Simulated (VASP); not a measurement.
Input of a VASP 6.6.1 run:

Contents of INCAR:

```
SYSTEM = CdF2
ALGO     = Normal         ! electronic algorithm
EDIFF    = 1E-6           ! SCF threshold, eV
ENCUT    = 520            ! plane-wave cutoff, eV
GGA      = PE             ! functional
ISIF     = 2              ! what is computed and relaxed
ISMEAR   = 0              ! smearing method
LASPH    = .True.         ! aspherical terms in the spheres
LCHARG   = .True.         ! write CHGCAR
LELF     = .True.         ! ELF
LREAL    = .False.        ! projectors in reciprocal space
LVHAR    = .True.       
LWAVE    = .False.        ! write WAVECAR
NBANDS   = 20             ! bands
NELM     = 80             ! most SCF steps
PREC     = Accurate       ! precision mode
SIGMA    = 0.05           ! smearing width, eV
```

KPOINTS

```
k-points
0
Gamma
  8 8 8
  0 0 0
```

Contents of POSCAR:

```
CdF2
1.0
    0.0000000000      2.8598089745      2.7843100175
    2.8598089745      0.0000000000      2.7843100175
    2.8598089745      2.8598089745      0.0000000000
Cd F
1 2
Direct
    0.0000000000      0.0000000000      0.0000000000
    0.2500000000      0.2500000000      0.2500000000
    0.7500000000      0.7500000000      0.7500000000
```

Potentials or basis: VASP PAW PBE potentials, release 64 (Cd, F).

Command:

```console
$ cat potpaw_PBE.64/Cd/POTCAR potpaw_PBE.64/F/POTCAR > POTCAR
$ mpirun -np 1 vasp_std > vasp.out
```

Question: Predict the pressure.

Answer: -7.1 GPa.

Question: Predict the band gap on the k mesh.

Answer: 2.50 eV, indirect (least direct gap 3.05 eV).

Stress tensor (GPa, compression positive):
```
-7.99  0.00  0.00
 0.00 -7.99  0.00
 0.00  0.00 -5.43
```

 A k mesh can miss the band edges.
